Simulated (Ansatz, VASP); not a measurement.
## BaHfO3 in VASP and in Ansatz

```xyz
5
Lattice="4.2066 0.0000 0.0000 0.0000 4.2066 0.0000 0.0000 0.0000 4.2066" Properties=species:S:1:pos:R:3 pbc="T T T"
Ba    0.0000    0.0000    0.0000
Hf    2.1033    2.1033    2.1033
O     2.1033    2.1033    0.0000
O     0.0000    2.1033    2.1033
O     2.1033    0.0000    2.1033
```

Alike in both runs: functional PBE; k mesh 6 × 6 × 6; occupations gaussian, width 0.02 eV; no spin polarisation.

Ansatz relaxed the structure, and its values are those at the end. VASP's run is a single point on that final structure, the one shown.

|  | VASP | Ansatz |
| --- | --- | --- |
| version | VASP 6.6.1 | Ansatz 0.2.0 |
| potentials or method | VASP PAW PBE potentials, release 64 (Ba_sv, Hf_pv, O), cutoff 600 eV | scalar-relativistic, plane waves, PAW |
| valence electrons in the cell | 38 | 54 |

|  | VASP | Ansatz | Ansatz less VASP |
| --- | --- | --- | --- |
| gap on the k mesh at the Fermi level (eV) | 3.54 | 3.62 | +0.089 |
| least direct gap on the mesh (eV) | 3.78 | 3.76 | -0.016 |
| pressure (GPa) | -0.8 | 0.0 | +0.77 |

VASP's potentials hold 38 valence electrons a cell and Ansatz's 54, so a difference there can come from the potentials and not from the codes.

Neither program's run includes spin-orbit coupling.
